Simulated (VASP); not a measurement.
The system is WS2.

```
W S
1.0
     3.15281    0.00000    0.00000
    -1.57641    2.73042    0.00000
     0.00000    0.00000   14.28201
W S
2 4
Cartesian
  1.5764 0.9101 10.7115
  0.0000 1.8203 3.5705
  0.0000 1.8203 12.3046
  1.5764 0.9101 5.1636
  0.0000 1.8203 9.1185
  1.5764 0.9101 1.9774
```

| Property | Result |
| --- | --- |
| Program | VASP 6.6.1 |
| Task | relaxation of cell and atoms |
| Functional | PBE |
| Potentials or basis | VASP PAW PBE potentials, release 64 (W_sv, S) |
| Cutoff | 600 eV |
| k mesh | 12 × 12 × 2 |
| Occupations | gaussian, width 0.02 eV |
| Spin | no spin polarisation |

At the start: pressure 1.1 GPa; volume 20.49 Å³/atom.

Q: How do energy, volume and symmetry change on relaxing?

A: Over 5 steps the energy falls by 4.5 meV/atom and the volume is 20.78 Å³/atom (+1.4 %); space group P6_3/mmc (No. 194, to 0.05 Å).

Step by step:
```tsv
step	energy change (eV)	largest force (eV/Å)	pressure (GPa)	volume (Å³)
1	0.0000	0.1866	1.07	122.95
2	-0.0252	0.0514	-0.70	125.36
3	-0.0267	0.0794	-0.37	124.89
4	-0.0251	0.1363	0.81	124.18
5	-0.0273	0.0077	0.02	124.65
```

Final structure:
```
CELL_PARAMETERS angstrom
3.18784 0.00000 0.00000
-1.59392 2.76075 0.00000
0.00000 0.00000 14.16343
ATOMIC_POSITIONS crystal
W 0.66667 0.33333 0.75000
W 0.33333 0.66667 0.25000
S 0.33333 0.66667 0.86094
S 0.66667 0.33333 0.36094
S 0.33333 0.66667 0.63906
S 0.66667 0.33333 0.13906
```

Caveat: this functional lacks dispersion, which binds the layers, so the pressure and a relaxed spacing across them are unreliable.
